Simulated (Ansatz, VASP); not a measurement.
## Tc in VASP and in Ansatz

```
Tc
1.0
     2.77540    0.00000    0.00000
    -1.38770    2.40357    0.00000
     0.00000    0.00000    8.88509
Tc
4
Direct
  0.66667 0.33333 0.75000
  0.00000 0.00000 0.50000
  0.33333 0.66667 0.25000
  0.00000 0.00000 0.00000
```

Alike in both runs: task single point; functional PBE; k mesh 11 × 11 × 3; occupations fermi-dirac, width 0.05 eV; no spin polarisation.

|  | VASP | Ansatz |
| --- | --- | --- |
| version | VASP 6.6.1 | Ansatz 0.2.0 |
| potentials or method | VASP PAW PBE potentials, release 64 (Tc_pv) | Ansatz PAW earlier set |
| plane-wave cutoff (eV) | 520 | 500 |
| valence electrons in the cell | 52 | 60 |

Ansatz gave:

```
gap on the k mesh at the Fermi level (eV)                     : none
pressure (GPa)                                                : -7.2
traceless stress, the component that is largest in VASP (GPa) : 1.05
```

**Question.** Estimate VASP's values.

**Answer.** gap on the k mesh at the Fermi level (eV): none; pressure (GPa): -7.8; traceless stress, the component that is largest in VASP (GPa): 1.02.

A gap of «none» marks a metal or a gap that the smearing closes. VASP's potentials hold 52 valence electrons a cell and Ansatz's 60, so a difference there can come from the potentials and not from the codes.
